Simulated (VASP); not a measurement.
Input of a VASP 6.6.1 run:

INCAR

```
SYSTEM = NaI
  PREC = Accurate
  ENCUT = 600
  EDIFF = 1E-7
  ISMEAR = 0
  SIGMA = 0.01
  LREAL = .False.
  LASPH = .True.
  NELM = 80
  ALGO = Normal
  ISIF = 3
  LWAVE = .False.
  LCHARG = .False.
  GGA = RE
  IBRION = 2
  NSW = 100
  EDIFFG = -0.002
  ISYM = 0
  PSTRESS = 50.0
```

Contents of KPOINTS:

```
Automatic mesh
0
Gamma
  6 6 6
  0.5 0.5 0.5
```

POSCAR

```
NaI
1.0
    0.0000000000      3.1310897312      3.1310897312
    3.1310897312      0.0000000000      3.1310897312
    3.1310897312      3.1310897312      0.0000000000
Na I
1 1
Direct
    0.0000000000      0.0000000000      0.0000000000
    0.5000000000      0.5000000000      0.5000000000
```

Potentials or basis: VASP PAW PBE potentials, release 64 (Na_pv, I).

Launch:

```sh
$ cat potpaw_PBE.64/Na_pv/POTCAR potpaw_PBE.64/I/POTCAR > POTCAR
$ mpirun -np 1 vasp_std > vasp.out
```

Q: What does it give for the relaxed cell?

A: a = 4.371 Å, b = 4.371 Å, c = 4.371 Å, α = 60.00°, β = 60.00°, γ = 60.00°.

Q: What does it give for the relaxed volume?

A: 29.52 Å³/atom.

Q: Predict the space group after relaxing (to 0.1 Å).

A: Fm-3m (No. 225).

Step by step:
| step | energy change (eV) | largest force (eV/Å) | pressure (GPa) | volume (Å³) |
| --- | --- | --- | --- | --- |
| 1 | 0.0000 | 0.0000 | 3.80 | 61.39 |
| 2 | 0.0543 | 0.0000 | 4.81 | 59.37 |
| 3 | 0.0644 | 0.0000 | 5.00 | 59.04 |

Caveat: the cell is relaxed towards a set pressure, so the run minimises the enthalpy, not the energy; the PAW data sets were made with another functional, which shifts forces and pressure a little.
